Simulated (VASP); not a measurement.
ZnS: single point with PBEsol

Crystal: ZnS.

```
Zn S
1.0
     0.00000    2.70200    2.70200
     2.70200    0.00000    2.70200
     2.70200    2.70200    0.00000
Zn S
1 1
Direct
  0.73972 0.74373 0.74780
  0.99096 0.01185 0.98815
```

* Program: VASP 6.6.1
* Task: single point
* Functional: PBEsol
* Potentials or basis: VASP PAW PBE potentials, release 64 (Zn, S)
* Cutoff: 520 eV
* k mesh: 10 × 10 × 10
* Occupations: gaussian, width 0.05 eV
* Spin: no spin polarisation
* Dipole correction: no
* Further INCAR settings: ALGO = Normal; EDIFF = 1e-07; NBANDS = 16

```json
{
  "Pressure": "-1.6 GPa",
  "Largest force": "0.379 eV/Å",
  "Band gap on the k mesh": "1.94 eV"
}
```

Forces in eV/Å, atoms in the order of the input:
```
Zn   0.157 -0.156  0.307
S   -0.157  0.156 -0.307
```

Stress tensor (GPa, compression positive):
```
-1.61 -1.16  0.59
-1.16 -1.61 -0.59
 0.59 -0.59 -1.68
```

Levels at points of the mesh, in eV from the valence-band top:
| k point | band 6 | band 7 | band 8 | band 9 | band 10 | band 11 | band 12 | band 13 |
| --- | --- | --- | --- | --- | --- | --- | --- | --- |
| (0.00, 0.00, 0.00) | -5.92 | -0.11 | -0.03 | 0.00 | 1.94 | 6.25 | 6.25 | 6.32 |
| (0.50, 0.00, 0.00) | -5.72 | -5.41 | -1.02 | -0.82 | 3.16 | 6.62 | 6.98 | 8.66 |
| (0.00, 0.50, 0.00) | -5.73 | -5.54 | -0.99 | -0.91 | 3.24 | 6.79 | 6.94 | 8.71 |
| (0.00, 0.00, 0.50) | -5.72 | -5.32 | -1.00 | -0.81 | 3.11 | 6.60 | 6.91 | 8.62 |
| (0.50, 0.50, 0.50) | -5.72 | -5.32 | -1.00 | -0.81 | 3.11 | 6.60 | 6.91 | 8.62 |
| (0.50, 0.50, 0.00) | -5.71 | -4.65 | -2.31 | -2.27 | 3.18 | 3.94 | 10.78 | 11.76 |
| (0.00, 0.50, 0.50) | -5.71 | -4.65 | -2.29 | -2.28 | 3.19 | 3.92 | 10.78 | 11.80 |
| (0.50, 0.00, 0.50) | -5.71 | -4.65 | -2.29 | -2.28 | 3.19 | 3.92 | 10.78 | 11.80 |

Run time: 3 min on 1 thread of Intel(R) Xeon(R) Platinum 8488C (Sapphire Rapids) (shared host), peak memory 0.4 GiB.

Caveat: the PAW data sets were made with another functional, which shifts forces and pressure a little. As with any semilocal functional, this PBEsol gap is likely too small.
